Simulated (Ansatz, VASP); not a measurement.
**Two plane-wave programs on Cu**

Contents of POSCAR:

```
Cu
1.0
   -1.4211514202      1.4211514202      1.3760814500
    1.4211514202     -1.4211514202      1.3760814500
    1.4211514202      1.4211514202     -1.3760814500
Cu
1
Direct
    0.0000000000      0.0000000000      0.0000000000
```

The input INCAR.step1:

```
PREC = Accurate ; ENCUT = 520
ISMEAR = 0 ; SIGMA = 0.15
LREAL = False ; LASPH = True
NELM = 100 ; NBANDS = 12
GGA = PE ; ALGO = Normal
EDIFF = 1E-4 ; LWAVE = True
LCHARG = False
```

Contents of INCAR.step2:

```
PREC = Accurate ; ENCUT = 520
EDIFF = 1E-6 ; ISMEAR = 0
SIGMA = 0.15 ; LREAL = False
LASPH = True ; NELM = 100
ALGO = Normal ; ISIF = 2
LWAVE = False ; LCHARG = True
METAGGA = R2SCAN ; LMIXTAU = True
LELF = True ; LVHAR = True
NBANDS = 12 ; ISTART = 1
```

The input KPOINTS:

```
Automatic mesh
0
Gamma
  24 24 24
```

Input for Ansatz:

```yaml
crystal:
  lattice:
    - [-1.4211514202, 1.4211514202, 1.37608145]
    - [1.4211514202, -1.4211514202, 1.37608145]
    - [1.4211514202, 1.4211514202, -1.37608145]
  atoms:
    - { symbol: Cu, position: [0.0, 0.0, 0.0] }
basis:
  ecutwfc: 500
kpoints:
  mp_grid: { grid: [24, 24, 24] }
hamiltonian:
  xc: r2scan
scf:
  occupations: { method: gaussian, width: 0.15 }
output:
  forces: true
  stress: true
  eigenvalues: true
  write_density: true
  write_potential: true
  elf: true
  volumetric_format: npy
```

Change from the starting cell: strain -0.015 along x and y, +0.000 along z, atoms carried along.

Alike in both runs: task single point; functional r2SCAN; k mesh 24 × 24 × 24; occupations gaussian, width 0.15 eV; no spin polarisation.

```csv
,VASP,Ansatz
version,VASP 6.6.1,Ansatz 0.2.0
potentials or method,"VASP PAW PBE potentials, release 64 (Cu), cutoff 520 eV","scalar-relativistic, plane waves, PAW"
valence electrons in the cell,11,19
```

```tsv
	VASP	Ansatz	Ansatz less VASP
gap on the k mesh at the Fermi level (eV)	none	none	-
pressure (GPa)	6.2	5.5	-0.68
```

VASP's potentials were made for PBE, not for r2SCAN. A gap of «none» marks a metal or a gap that the smearing closes. With one functional, cell and mesh, what is left measures potentials, basis and numerics. VASP's potentials hold 11 valence electrons a cell and Ansatz's 19, so a difference there can come from the potentials and not from the codes.
